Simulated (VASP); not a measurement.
Here is a VASP 6.6.1 calculation.

The input INCAR:

```
ALGO = Normal
DIPOL = 0.5 0.5 0.500
EDIFF = 1E-7
ENCUT = 520
GGA = PE
IDIPOL = 3
ISIF = 2
ISMEAR = -1
LASPH = T
LCHARG = T
LDIPOL = T
LELF = T
LREAL = F
LVACPOTAV = T
LVHAR = T
LWAVE = F
NBANDS = 44
NELM = 80
PREC = Accurate
SIGMA = 0.08
```

File KPOINTS:

```
k-points
0
Gamma
  12 12 1
```

The input POSCAR:

```
Ta5W
1.0
    3.3195547167      0.0000000000      0.0000000000
    0.0000000000      3.3195547167      0.0000000000
    0.0000000000      0.0000000000     24.2989000000
W Ta
1 5
Direct
    0.2500000000      0.2500000000      0.3367527524
    0.7500000000      0.7500000000      0.3967757330
    0.2500000000      0.2500000000      0.4643958235
    0.7500000000      0.7500000000      0.5356042204
    0.2500000000      0.2500000000      0.6032242507
    0.7500000000      0.7500000000      0.6632472199
```

Potentials or basis: VASP PAW PBE potentials, release 64 (W_sv, Ta_pv).

Run with:

```console
$ cat potpaw_PBE.64/W_sv/POTCAR potpaw_PBE.64/Ta_pv/POTCAR > POTCAR
$ mpirun -np 1 vasp_std > vasp.out
```

(1) Estimate the band gap on the k mesh.

(2) What does it give for the largest force?

Answers

(1) zero (an odd number of electrons rules out a gap without spin polarisation).

(2) 1.280 eV/Å.

Caveat: spin-orbit coupling is left out, which moves the levels of the heavy elements.
